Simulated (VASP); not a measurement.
**Hf2N: single point with PBEsol**

Crystal: Hf2N.

```
CELL_PARAMETERS angstrom
5.29554 0.00000 0.00000
0.00000 5.89129 0.00000
0.00000 0.00000 3.22745
ATOMIC_POSITIONS crystal
Hf 0.29546 0.29546 0.00000
Hf 0.70454 0.70454 0.00000
Hf 0.79546 0.20454 0.50000
Hf 0.20454 0.79546 0.50000
N 0.00000 0.00000 0.00000
N 0.50000 0.50000 0.50000
```

This cell differs from its parent crystal: strain +0.1125 x Voigt [0, 1, 0, 0, 0, 0].

| Property | Result |
| --- | --- |
| Program | VASP 6.6.1 |
| Task | single point |
| Functional | PBEsol |
| Potentials or basis | VASP PAW PBE potentials, release 64 (Hf_pv, N) |
| Cutoff | 520 eV |
| k mesh | 10 × 10 × 14 |
| Occupations | gaussian, width 0.15 eV |
| Spin | no spin polarisation |

| Property | Result |
| --- | --- |
| Pressure | -17.3 GPa |
| Largest force | 0.474 eV/Å |
| Band gap on the k mesh | zero (bands 25 and 26 overlap by 2.17 eV) |

Forces in eV/Å, atoms in the order of the input:
```
Hf   0.070  0.469  0.000
Hf  -0.070 -0.469  0.000
Hf   0.070 -0.469  0.000
Hf  -0.070  0.469  0.000
N    0.000  0.000  0.000
N    0.000  0.000  0.000
```

Stress tensor (GPa, compression positive):
```
-13.37   0.00   0.00
  0.00 -28.03   0.00
  0.00   0.00 -10.52
```

Levels at points of the mesh, in eV from the Fermi level:
```csv
k point,band 22,band 23,band 24,band 25,band 26,band 27,band 28,band 29
"(0.00, 0.00, 0.00)",-2.01,-0.30,0.32,0.37,1.36,1.41,1.44,1.56
"(0.50, 0.00, 0.00)",-2.16,-0.86,-0.86,0.97,0.97,1.45,1.45,2.31
"(0.00, 0.50, 0.00)",-2.61,-1.12,-1.12,1.07,1.07,1.89,1.89,2.08
"(0.50, 0.50, 0.00)",-1.61,-1.46,-1.46,0.93,0.93,1.05,1.05,1.78
"(0.00, 0.00, 0.50)",-1.25,-1.10,-1.10,-1.10,-1.10,1.73,1.73,3.14
"(0.50, 0.00, 0.50)",-1.79,-0.96,-0.96,-0.72,-0.72,1.50,1.50,3.31
"(0.00, 0.50, 0.50)",-1.63,-1.08,-1.08,-0.85,-0.85,1.61,1.61,3.27
"(0.50, 0.50, 0.50)",-1.38,-0.87,-0.87,-0.49,-0.49,1.17,1.17,2.64
```

It took 19 min on 1 thread of Intel Xeon 8259CL (shared host), peak memory 0.78 GiB.

Caveat: the cell differs from its parent crystal (strain +0.1125 x Voigt [0, 1, 0, 0, 0, 0]); the stress differs along the axes, from -28 to -11 GPa; the PAW data sets were made with another functional, which shifts forces and pressure a little; spin-orbit coupling is left out, which moves the levels of the heavy elements.
